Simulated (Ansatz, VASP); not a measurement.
# Two plane-wave programs on ZnS

```
Zn S
1.0
     0.00000    2.60458    2.60458
     2.60458    0.00000    2.60458
     2.60458    2.60458    0.00000
Zn S
1 1
Direct
  0.00000 0.00000 0.00000
  0.75000 0.75000 0.75000
```

Alike in both runs: task single point; functional PBE; k mesh 10 × 10 × 10; occupations gaussian, width 0.02 eV; no spin polarisation.

|  | VASP | Ansatz |
| --- | --- | --- |
| version | VASP 6.6.1 | Ansatz 0.2.0 |
| potentials or method | VASP PAW PBE potentials, release 64 (Zn, S), cutoff 520 eV | scalar-relativistic, plane waves, PAW |
| valence electrons in the cell | 18 | 18 |

```tsv
	VASP	Ansatz	Ansatz less VASP
gap on the k mesh at the Fermi level (eV)	2.61	2.60	-0.013
least direct gap on the mesh (eV)	2.61	2.60	-0.013
pressure (GPa)	12.5	12.3	-0.21
```
